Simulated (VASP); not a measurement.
Wanted: the native input for a VASP 6.6.1 run.

- Task: relaxation of volume and atoms at fixed shape
- Functional: LDA
- Potentials or basis: VASP PAW LDA potentials, release 64 (Ru_pv)
- Cutoff: 600 eV
- k mesh: 10 × 10 × 6
- Occupations: gaussian, width 0.05 eV
- Spin: no spin polarisation
- Dipole correction: no
- Further INCAR settings: ALGO = Normal; EDIFF = 1e-07; IBRION = 2; EDIFFG = -0.01; NSW = 60; ISIF = 8

The structure of Ru lies in POSCAR:

```
Ru
1.0
    2.7058000000      0.0000000000      0.0000000000
   -1.3529000000      2.3432920000      0.0000000000
    0.0000000000      0.0000000000      4.2819000000
Ru
2
Direct
    0.3333333333      0.6666666667      0.2500000000
    0.6666666667      0.3333333333      0.7500000000
```

The input as run:

INCAR

```
SYSTEM = Ru
PREC     = Accurate       ! precision mode
ENCUT    = 600            ! plane-wave cutoff, eV
EDIFF    = 1E-7           ! SCF threshold, eV
ISMEAR   = 0              ! smearing method
SIGMA    = 0.05           ! smearing width, eV
LREAL    = .False.        ! projectors in reciprocal space
LASPH    = .True.         ! aspherical terms in the spheres
NELM     = 100            ! most SCF steps
ALGO     = Normal         ! electronic algorithm
ISIF     = 8              ! what is computed and relaxed
LWAVE    = .False.        ! write WAVECAR
LCHARG   = .False.        ! write CHGCAR
IBRION   = 2              ! ionic algorithm
NSW      = 60             ! ionic steps
EDIFFG   = -0.01          ! ionic threshold
```

KPOINTS

```
regular mesh
0
Gamma
  10 10 6
  0 0 0
```

Potentials or basis: VASP PAW LDA potentials, release 64 (Ru_pv).

Command:

```console
$ cat potpaw_LDA.64/Ru_pv/POTCAR > POTCAR
$ mpirun -np 1 vasp_std > vasp.out
```

Results of the run:

```json
{
  "Relaxed volume": "13.13 Å³/atom",
  "Relaxed cell": "a = 2.676 Å, b = 2.676 Å, c = 4.234 Å, α = 90.00°, β = 90.00°, γ = 120.00°",
  "Space group after relaxing (to 0.05 Å)": "P6_3/mmc (No. 194)",
  "Energy gained by relaxing": "16.5 meV/atom",
  "Ionic steps": "4",
  "Pressure after relaxing": "-0.1 GPa",
  "Band gap on the k mesh": "zero (band 14 reaches 15.03 eV, above the bottom of band 15 at 11.63 eV)"
}
```

Run time: 26 s on 1 thread of Intel(R) Xeon(R) 6975P-C (Granite Rapids), on a shared host, peak memory 0.16 GiB.
